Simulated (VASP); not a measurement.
Write the native input for VASP 6.6.1 that does the following.

```yaml
Task: single point
Functional: PBE
Potentials_or_basis: VASP PAW PBE potentials, release 64 (W_sv)
Cutoff: 500 eV
k_mesh: 8 × 8 × 8
Occupations: methfessel-paxton, width 0.1 eV
Spin: no spin polarisation
Dipole_correction: no
Further_INCAR_settings: ALGO = Normal; EDIFF = 1e-06; NBANDS = 13
```

The structure of W lies in POSCAR:

```
W
1.0
   -1.5823450000      1.5823450000      1.5823450000
    1.5823450000     -1.5823450000      1.5823450000
    1.5823450000      1.5823450000     -1.5823450000
W
1
Direct
    0.0000000000      0.0000000000      0.0000000000
```

These files were run (other wordings do the same):

INCAR

```
  PREC = Accurate
  ENCUT = 500
  EDIFF = 1E-6
  ISMEAR = 1
  SIGMA = 0.1
  LREAL = False
  LASPH = True
  NELM = 120
  ALGO = Normal
  ISIF = 2
  LWAVE = False
  LCHARG = True
  GGA = PE
  LELF = True
  LVHAR = True
  NBANDS = 13
  GGA_COMPAT = False
```

KPOINTS

```
Automatic mesh
0
Gamma
  8 8 8
```

Potentials or basis: VASP PAW PBE potentials, release 64 (W_sv).

Command:

```sh
$ cat potpaw_PBE.64/W_sv/POTCAR > POTCAR
$ mpirun -np 1 vasp_std > vasp.out
```

Results of the run:

```yaml
Pressure: 6.6 GPa
Band_gap_on_the_k_mesh: zero (band 7 reaches 16.62 eV, above the bottom of band 8 at 10.22 eV)
```

Caveat: spin-orbit coupling is left out, which moves the levels of the heavy elements.

It took 8.6 s on 1 thread of Intel Xeon 8259CL, on a shared host, peak memory 0.13 GiB.
